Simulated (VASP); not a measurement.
Input of a VASP 6.6.1 run:

INCAR

```
SYSTEM = Mg
PREC     = Accurate       ! precision mode
ENCUT    = 520            ! plane-wave cutoff, eV
EDIFF    = 1E-7           ! SCF threshold, eV
ISMEAR   = 0              ! smearing method
SIGMA    = 0.1            ! smearing width, eV
LREAL    = .FALSE.        ! projectors in reciprocal space
LASPH    = .TRUE.         ! aspherical terms in the spheres
NELM     = 60             ! most SCF steps
ALGO     = Normal         ! electronic algorithm
ISIF     = 2              ! what is computed and relaxed
LWAVE    = .FALSE.        ! write WAVECAR
LCHARG   = .FALSE.        ! write CHGCAR
LDIPOL   = .TRUE.       
IDIPOL   = 3            
DIPOL    = 0.5 0.5 0.499
GGA      = PE             ! functional
NBANDS   = 21             ! bands
ISYM     = 0
```

File KPOINTS:

```
regular mesh
0
G
  8 5 1
  0 0 0
```

POSCAR

```
Mg
1.0
    3.2092715300      0.0000000014      0.0000000000
   -1.6046357675      5.9052609193      0.0000000000
    0.0000000000      0.0000000000     28.2176729489
Mg
10
Direct
    0.7819038800      0.5638077600      0.3189490507
    0.0503631600      0.1007263200      0.3334331306
    0.3926595650      0.7853191300      0.4058535104
    0.6611188450      0.3222376900      0.4203375803
   -0.0000615211      0.0020837107      0.4908026130
    0.2713883554      0.5415255623      0.5073848387
    0.6087761883      0.2186457057      0.5768750064
    0.8786264681      0.7577950777      0.5937277510
    0.2185565515      0.4380037354      0.6637972066
    0.4907623458      0.9830987744      0.6775975157
```

Potentials or basis: VASP PAW PBE potentials, release 64 (Mg).

Launch:

```console
$ cat potpaw_PBE.64/Mg/POTCAR > POTCAR
$ mpirun -np 1 vasp_std > vasp.out
```

Task: What does it give for the largest force?

Result: 0.112 eV/Å.

Task: Estimate the band gap on the k mesh.

Result: Zero (bands 10 and 11 overlap by 1.24 eV).

Forces on the atoms (eV/Å):
```
Mg   0.001 -0.049  0.079
Mg   0.000  0.051  0.026
Mg  -0.001 -0.030 -0.108
Mg   0.000  0.030  0.011
Mg   0.000  0.002  0.001
Mg   0.000 -0.002  0.008
Mg   0.000  0.005 -0.005
Mg   0.000 -0.005 -0.007
Mg   0.000 -0.001 -0.006
Mg   0.000 -0.001  0.001
```
